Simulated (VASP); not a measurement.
# TiO2 in VASP: further runs

The runs below take TiO2 through single point, with PBE+U.

Everything below comes from runs of VASP 6.6.1. Logs are shortened: lines on timing, memory, paths and dates and some standing lists are left out, and cuts for length are marked.

**1. The cell of the first run**

The typed cell holds 6 atoms: a = 3.713 Å, b = 3.713 Å, c = 5.432 Å, α = 109.98°, β = 109.98°, γ = 90.00°.

**2. Single point, PBE+U (atoms shifted along a free coordinate)**

INCAR

```
SYSTEM = TiO2
PREC = Accurate
ENCUT = 520
EDIFF = 1E-6
ISMEAR = 0
SIGMA = 0.05
LREAL = .FALSE.
LASPH = .TRUE.
NELM = 150
ALGO = Normal
ISIF = 2
LWAVE = .FALSE.
LCHARG = .TRUE.
LMAXMIX = 4
LDAU = .TRUE.
LDAUTYPE = 2
LDAUL = 2 -1
LDAUU = 4 0
LDAUJ = 0 0
LDAUPRINT = 1
GGA = PE
LELF = .TRUE.
LVHAR = .TRUE.
NBANDS = 33
```

KPOINTS

```
Automatic mesh
0
G
  6 6 6
  0 0 0
```

POSCAR

```
TiO2
1.0
    2.6252399294     -2.6253128814     -0.0195896425
    2.6252399294      2.6253128814     -0.0195896425
   -2.5896256811      0.0000000000      4.7752202290
Ti O
2 4
Direct
    0.1250069486      0.8749930514      0.2500000000
    0.8749930514      0.1250069486      0.7500000000
    0.3424929808      0.0925162561      0.6849956835
    0.6575070192      0.9074837439      0.3150043165
    0.9074837439      0.6575070192      0.8150043165
    0.0925162561      0.3424929808      0.1849956835
```

Potentials or basis: VASP PAW PBE potentials, release 64 (Ti_sv, O).

Command:

```
$ cat potpaw_PBE.64/Ti_sv/POTCAR potpaw_PBE.64/O/POTCAR > POTCAR
$ mpirun -np 1 vasp_std > vasp.out
```

OUTCAR:

```text
SYSTEM = TiO2
   PREC = Accurate
   ENCUT = 520
   EDIFF = 1E-6
   ISMEAR = 0
   LREAL = .FALSE.
   LASPH = .TRUE.
   NELM = 150
   ISIF = 2
   GGA = PE

 ion  position               nearest neighbor table
   1  0.125  0.875  0.250-   4 1.88   6 1.88   6 1.88   4 1.88   3 2.07   5 2.07
   2  0.875  0.125  0.750-   5 1.88   3 1.88   5 1.88   3 1.88   6 2.07   4 2.07
   3  0.342  0.093  0.685-   2 1.88   2 1.88   1 2.07
   4  0.658  0.907  0.315-   1 1.88   1 1.88   2 2.07
   5  0.907  0.658  0.815-   2 1.88   2 1.88   1 2.07
   6  0.093  0.342  0.185-   1 1.88   1 1.88   2 2.07

  LATTYP: Found a base centered monoclinic cell.
 ALAT       =     5.2506260354
 B/A-ratio  =     0.9999999481
 C/A-ratio  =     1.0345830161
 COS(beta)  =    -0.4832630161

  Lattice vectors:

 A1 = (   2.6252399294,  -2.6253128814,  -0.0195896425)
 A2 = (   2.6252399294,   2.6253128814,  -0.0195896425)
 A3 = (  -2.5896256811,   0.0000000000,   4.7752202290)

Analysis of symmetry for initial positions (statically):
=====================================================================
 Subroutine PRICEL returns:
 Original cell was already a primitive cell.

 Routine SETGRP: Setting up the symmetry group for a
 base centered monoclinic supercell.

 Subroutine GETGRP returns: Found  4 space group operations
 (whereof  2 operations were pure point group operations)
 out of a pool of  4 trial point group operations.

The static configuration has the point symmetry S_2 .
 The point group associated with its full space group is C_2h.

Analysis of symmetry for dynamics (positions and initial velocities):
=====================================================================
 Subroutine PRICEL returns:
 Original cell was already a primitive cell.

 Routine SETGRP: Setting up the symmetry group for a
 base centered monoclinic supercell.

 Subroutine GETGRP returns: Found  4 space group operations
 (whereof  2 operations were pure point group operations)
 out of a pool of  4 trial point group operations.

The dynamic configuration has the point symmetry S_2 .
 The point group associated with its full space group is C_2h.

 Subroutine INISYM returns: Found  4 space group operations
 (whereof  2 operations are pure point group operations),
 and found     1 'primitive' translations

----------------------------------------------------------------------------------------

                                     Primitive cell

  volume of cell :      65.5560

  direct lattice vectors                    reciprocal lattice vectors
     2.625239929 -2.625312881 -0.019589643     0.191232644 -0.190453490  0.103706414
     2.625239929  2.625312881 -0.019589643     0.191232644  0.190453490  0.103706414
    -2.589625681  0.000000000  4.775220229     0.001569008  0.000000000  0.210265306

  length of vectors
     3.712753179  3.712753179  5.432208520     0.289132281  0.289132281  0.210271160

  position of ions in fractional coordinates (direct lattice)
     0.125006949  0.874993051  0.250000000
     0.874993051  0.125006949  0.750000000
     0.342492981  0.092516256  0.684995683
     0.657507019  0.907483744  0.315004317
     0.907483744  0.657507019  0.815004317
     0.092516256  0.342492981  0.184995683
[... 112 lines left out ...]
   AEXX    =    0.0000 exact exchange contribution
   IVDW    =     0    specifies the selected vdW correction
   LEPSILON=     F    determine dielectric tensor
   LRPA    =     F    only Hartree local field effects (RPA)
 non-spin polarized calculation
 Gauss-broadening in eV      SIGMA  =   0.05
  energy-cutoff  :      520.00
  volume of cell :       65.56
 maximum number of plane-waves:      1798
   NGX = 13   NGY = 13   NGZ = 21

atom =   1  type =  1  l = 2

 onsite density matrix

spin component  1

  0.2839 -0.0014 -0.0000  0.0000 -0.0000
 -0.0014  0.1025 -0.0000 -0.0000 -0.0000
 -0.0000 -0.0000  0.2312  0.0017  0.0000
  0.0000 -0.0000  0.0017  0.1025 -0.0002
 -0.0000 -0.0000  0.0000 -0.0002  0.1231

spin component  2

  0.2839 -0.0014 -0.0000  0.0000 -0.0000
 -0.0014  0.1025 -0.0000 -0.0000 -0.0000
 -0.0000 -0.0000  0.2312  0.0017  0.0000
  0.0000 -0.0000  0.0017  0.1025 -0.0002
 -0.0000 -0.0000  0.0000 -0.0002  0.1231

 occupancies and eigenvectors

  o =  0.1024  v =  0.0075  1.0000 -0.0000  0.0000  0.0000  0.0000  0.0000  0.0000  0.0000  0.0000      0.0000  0.0000  0.0000  0.0000  0.0000  0.0000  0.0000  0.0000  0.0000  0.0000
  o =  0.1024  v =  0.0000  0.0000  0.0000  0.0000  0.0000  0.0075  1.0000 -0.0000  0.0000  0.0000      0.0000  0.0000  0.0000  0.0000  0.0000  0.0000  0.0000  0.0000  0.0000  0.0000
  o =  0.1024  v =  0.0000  0.0000  0.0130 -0.9999 -0.0076  0.0000  0.0000  0.0000  0.0000  0.0000      0.0000  0.0000  0.0000  0.0000  0.0000  0.0000  0.0000  0.0000  0.0000  0.0000
  o =  0.1024  v =  0.0000  0.0000  0.0000  0.0000  0.0000  0.0000  0.0000  0.0130 -0.9999 -0.0076      0.0000  0.0000  0.0000  0.0000  0.0000  0.0000  0.0000  0.0000  0.0000  0.0000
  o =  0.1231  v =  0.0000 -0.0000  0.0000 -0.0076  1.0000  0.0000  0.0000  0.0000  0.0000  0.0000      0.0000  0.0000  0.0000  0.0000  0.0000  0.0000  0.0000  0.0000  0.0000  0.0000
  o =  0.1231  v =  0.0000  0.0000  0.0000  0.0000  0.0000  0.0000 -0.0000  0.0000 -0.0076  1.0000      0.0000  0.0000  0.0000  0.0000  0.0000  0.0000  0.0000  0.0000  0.0000  0.0000
  o =  0.2312  v =  0.0000  0.0000  0.0000  0.0000  0.0000 -0.0000  0.0000 -0.9999 -0.0130 -0.0000      0.0000  0.0000  0.0000  0.0000  0.0000  0.0000  0.0000  0.0000  0.0000  0.0000
  o =  0.2312  v = -0.0000  0.0000 -0.9999 -0.0130 -0.0000  0.0000  0.0000  0.0000  0.0000  0.0000      0.0000  0.0000  0.0000  0.0000  0.0000  0.0000  0.0000  0.0000  0.0000  0.0000
  o =  0.2839  v = -1.0000  0.0075  0.0000  0.0000  0.0000  0.0000  0.0000  0.0000  0.0000  0.0000      0.0000  0.0000  0.0000  0.0000  0.0000  0.0000  0.0000  0.0000  0.0000  0.0000
  o =  0.2839  v =  0.0000  0.0000  0.0000  0.0000  0.0000 -1.0000  0.0075  0.0000  0.0000  0.0000      0.0000  0.0000  0.0000  0.0000  0.0000  0.0000  0.0000  0.0000  0.0000  0.0000

atom =   2  type =  1  l = 2

 onsite density matrix

spin component  1

  0.2839 -0.0014 -0.0000  0.0000 -0.0000
 -0.0014  0.1025 -0.0000 -0.0000 -0.0000
 -0.0000 -0.0000  0.2312  0.0017  0.0000
  0.0000 -0.0000  0.0017  0.1025 -0.0002
 -0.0000 -0.0000  0.0000 -0.0002  0.1231

spin component  2

  0.2839 -0.0014 -0.0000  0.0000 -0.0000
 -0.0014  0.1025 -0.0000 -0.0000 -0.0000
 -0.0000 -0.0000  0.2312  0.0017  0.0000
  0.0000 -0.0000  0.0017  0.1025 -0.0002
 -0.0000 -0.0000  0.0000 -0.0002  0.1231

 occupancies and eigenvectors

  o =  0.1024  v =  0.0075  1.0000 -0.0000  0.0000  0.0000  0.0000  0.0000  0.0000  0.0000  0.0000      0.0000  0.0000  0.0000  0.0000  0.0000  0.0000  0.0000  0.0000  0.0000  0.0000
  o =  0.1024  v =  0.0000  0.0000  0.0000  0.0000  0.0000  0.0075  1.0000 -0.0000  0.0000  0.0000      0.0000  0.0000  0.0000  0.0000  0.0000  0.0000  0.0000  0.0000  0.0000  0.0000
  o =  0.1024  v =  0.0000  0.0000  0.0130 -0.9999 -0.0076  0.0000  0.0000  0.0000  0.0000  0.0000      0.0000  0.0000  0.0000  0.0000  0.0000  0.0000  0.0000  0.0000  0.0000  0.0000
  o =  0.1024  v =  0.0000  0.0000  0.0000  0.0000  0.0000  0.0000  0.0000  0.0130 -0.9999 -0.0076      0.0000  0.0000  0.0000  0.0000  0.0000  0.0000  0.0000  0.0000  0.0000  0.0000
  o =  0.1231  v =  0.0000 -0.0000  0.0000 -0.0076  1.0000  0.0000  0.0000  0.0000  0.0000  0.0000      0.0000  0.0000  0.0000  0.0000  0.0000  0.0000  0.0000  0.0000  0.0000  0.0000
  o =  0.1231  v =  0.0000  0.0000  0.0000  0.0000  0.0000  0.0000 -0.0000  0.0000 -0.0076  1.0000      0.0000  0.0000  0.0000  0.0000  0.0000  0.0000  0.0000  0.0000  0.0000  0.0000
  o =  0.2312  v =  0.0000  0.0000  0.0000  0.0000  0.0000 -0.0000  0.0000 -0.9999 -0.0130 -0.0000      0.0000  0.0000  0.0000  0.0000  0.0000  0.0000  0.0000  0.0000  0.0000  0.0000
  o =  0.2312  v = -0.0000  0.0000 -0.9999 -0.0130 -0.0000  0.0000  0.0000  0.0000  0.0000  0.0000      0.0000  0.0000  0.0000  0.0000  0.0000  0.0000  0.0000  0.0000  0.0000  0.0000
  o =  0.2839  v = -1.0000  0.0075  0.0000  0.0000  0.0000  0.0000  0.0000  0.0000  0.0000  0.0000      0.0000  0.0000  0.0000  0.0000  0.0000  0.0000  0.0000  0.0000  0.0000  0.0000
  o =  0.2839  v =  0.0000  0.0000  0.0000  0.0000  0.0000 -1.0000  0.0075  0.0000  0.0000  0.0000      0.0000  0.0000  0.0000  0.0000  0.0000  0.0000  0.0000  0.0000  0.0000  0.0000

 number of electron      47.9999990 magnetization

 Free energy of the ion-electron system (eV)
  ---------------------------------------------------
  ext. energy  EPLUGINS =         0.00000000
  ---------------------------------------------------
  free energy    TOTEN  =       -47.85375785 eV

  energy without entropy =      -47.85375785  energy(sigma->0) =      -47.85375785

 E-fermi :   4.6216     XC(G=0): -10.9955

 val. band max:        4.2840875054   @ k =   0.5000   0.5000   0.0000
 cond. band min:       6.7224184679   @ k =   0.0000   0.0000   0.0000
 fundamental gap:      2.4383309625
 Fermi energy:         4.6216173431

 k-point     1 :       0.0000    0.0000    0.0000
  band No.  band energies     occupation
      1     -53.2633      2.00000
      2     -53.2021      2.00000
      3     -29.6813      2.00000
      4     -29.4595      2.00000
      5     -29.4595      2.00000
      6     -29.3921      2.00000
[... 853 lines left out ...]
     32      10.1838      0.00000
     33      10.7401      0.00000

 [... further k-points ...]

------------------------ aborting loop because EDIFF is reached ----------------------------------------

  FORCE on cell =-STRESS in cart. coord.  units (eV):
  Direction    XX          YY          ZZ          XY          YZ          ZX
  --------------------------------------------------------------------------------------
  -------------------------------------------------------------------------------------
  Total       11.8595432     11.8603991      1.4342086      0.0000000      0.0000000     -0.0780468
  in kB      289.8451888    289.8661077     35.0518118      0.0000000      0.0000000     -1.9074503
  external PRESSURE =     204.9210361 kB  Pullay stress =       0.0000000 kB

 VOLUME and BASIS-vectors are now :
 -----------------------------------------------------------------------------
  energy-cutoff  :      520.00
  volume of cell :       65.56
      direct lattice vectors                 reciprocal lattice vectors
     2.625239929 -2.625312881 -0.019589643     0.191232644 -0.190453490  0.103706414
     2.625239929  2.625312881 -0.019589643     0.191232644  0.190453490  0.103706414
    -2.589625681  0.000000000  4.775220229     0.001569008  0.000000000  0.210265306

 POSITION                                       TOTAL-FORCE (eV/Angst)
 -----------------------------------------------------------------------------------
      1.97783      1.96895      1.17422        -0.000000      0.000166      0.000000
      0.68302     -1.96895      3.56183        -0.000000     -0.000166     -0.000000
     -0.63188     -0.65627      3.26248        -0.008059     -0.000098     -1.081241
      3.29273      0.65627      1.47356         0.008059      0.000098      1.081241
      1.99792     -0.65627      3.86117         0.008059     -0.000098      1.081241
      0.66293      0.65627      0.87487        -0.008059      0.000098     -1.081241
 -----------------------------------------------------------------------------------
    total drift:                               -0.000000      0.000000      0.000000

  FREE ENERGIE OF THE ION-ELECTRON SYSTEM (eV)
  ---------------------------------------------------
  free  energy   TOTEN  =       -47.8537578532 eV

  energy  without entropy=      -47.8537578532  energy(sigma->0) =      -47.85375785
```

It took 4.7 min on 1 thread of Intel Xeon 8259CL, shared host; peak memory 0.25 GiB.

What came out:

```yaml
Free_energy: -47.8538 eV
Pressure: 20.5 GPa
Largest_force: 1.081 eV/Å
Band_gap_on_the_k_mesh: 2.44 eV (least direct gap 3.09 eV)
```

Forces on the atoms (eV/Å):
```
Ti   0.000  0.000  0.000
Ti   0.000  0.000  0.000
O   -0.008  0.000 -1.081
O    0.008  0.000  1.081
O    0.008  0.000  1.081
O   -0.008  0.000 -1.081
```

Stress tensor (GPa, compression positive):
```
28.98  0.00 -0.19
 0.00 28.99  0.00
-0.19  0.00  3.51
```

Eigenvalues of the final occupation matrices:
| site | spin | trace | eigenvalues |
| --- | --- | --- | --- |
| site 1 d | 1 | 0.84 | 0.10 0.10 0.12 0.23 0.28 |
| site 1 d | 2 | 0.84 | 0.10 0.10 0.12 0.23 0.28 |
| site 2 d | 1 | 0.84 | 0.10 0.10 0.12 0.23 0.28 |
| site 2 d | 2 | 0.84 | 0.10 0.10 0.12 0.23 0.28 |

Caveat: the cell differs from its parent crystal (atoms shifted along a free coordinate); the stress differs along the axes, from 4 to 29 GPa; forces of over 1 eV/Å act on the atoms, so gaps and moduli don't describe the material at rest. A k mesh can miss the band edges.

**3. Single point, PBE+U (atoms shifted along a free coordinate)**

Edit INCAR of step 2 so:

```diff
@@ -3,3 +3,3 @@
 ENCUT = 520
-EDIFF = 1E-6
+EDIFF = 1E-7
 ISMEAR = 0
```

KPOINTS is that of step 2.

POSCAR

```
TiO2
1.0
    2.6403699524     -2.6404433249     -0.0197025433
    2.6403699524      2.6404433249     -0.0197025433
   -2.6045504488      0.0000000000      4.8027412153
Ti O
2 4
Direct
    0.1250069486      0.8749930514      0.2500000000
    0.8749930514      0.1250069486      0.7500000000
    0.3394254028      0.0894486781      0.6788605275
    0.6605745972      0.9105513219      0.3211394725
    0.9105513219      0.6605745972      0.8211394725
    0.0894486781      0.3394254028      0.1788605275
```

Potentials or basis: VASP PAW PBE potentials, release 64 (Ti_sv, O).

Command:

```
$ cat potpaw_PBE.64/Ti_sv/POTCAR potpaw_PBE.64/O/POTCAR > POTCAR
$ mpirun -np 1 vasp_std > vasp.out
```

Wall time 4.6 min (1 thread of Intel Xeon 8259CL, shared host); peak memory 0.25 GiB.

Results (log left out):

```
Free energy            : -48.0965 eV
Pressure               : 16.5 GPa
Largest force          : 0.790 eV/Å
Band gap on the k mesh : 2.52 eV (least direct gap 3.08 eV)
```

Forces on the atoms (eV/Å):
```
Ti   0.000  0.000  0.000
Ti   0.000  0.000  0.000
O   -0.006  0.000 -0.790
O    0.006  0.000  0.790
O    0.006  0.000  0.790
O   -0.006  0.000 -0.790
```

Stress tensor (GPa, compression positive):
```
22.69  0.00 -0.14
 0.00 22.69  0.00
-0.14  0.00  4.16
```

Levels at points of the mesh, in eV from the valence-band top:
```
           k point  band 20  band 21  band 22  band 23  band 24  band 25  band 26  band 27  band 28  band 29
(0.00, 0.00, 0.00)    -1.01    -0.94    -0.94    -0.66    -0.66     2.52     3.26     4.06     4.06     4.22
(0.50, 0.00, 0.00)    -2.10    -2.09    -1.20    -1.19    -0.88     3.72     3.73     3.92     4.18     4.66
(0.50, 0.50, 0.00)    -2.83    -2.46    -2.46     0.00     0.00     3.86     3.86     4.29     4.29     5.43
(0.00, 0.00, 0.50)    -1.60    -1.60    -1.60    -0.34    -0.34     2.88     2.88     4.11     4.11     4.19
(0.50, 0.00, 0.50)    -2.10    -2.09    -1.20    -1.19    -0.88     3.72     3.73     3.92     4.18     4.66
(0.50, 0.50, 0.50)    -2.83    -2.46    -2.46     0.00     0.00     3.86     3.86     4.29     4.29     5.43
```

Eigenvalues of the final occupation matrices:
```tsv
site	spin	trace	eigenvalues
site 1 d	1	0.83	0.10 0.10 0.12 0.23 0.27
site 1 d	2	0.83	0.10 0.10 0.12 0.23 0.27
site 2 d	1	0.83	0.10 0.10 0.12 0.23 0.27
site 2 d	2	0.83	0.10 0.10 0.12 0.23 0.27
```

Caveat: the cell differs from its parent crystal (atoms shifted along a free coordinate); the stress differs along the axes, from 4 to 23 GPa. A k mesh can miss the band edges.
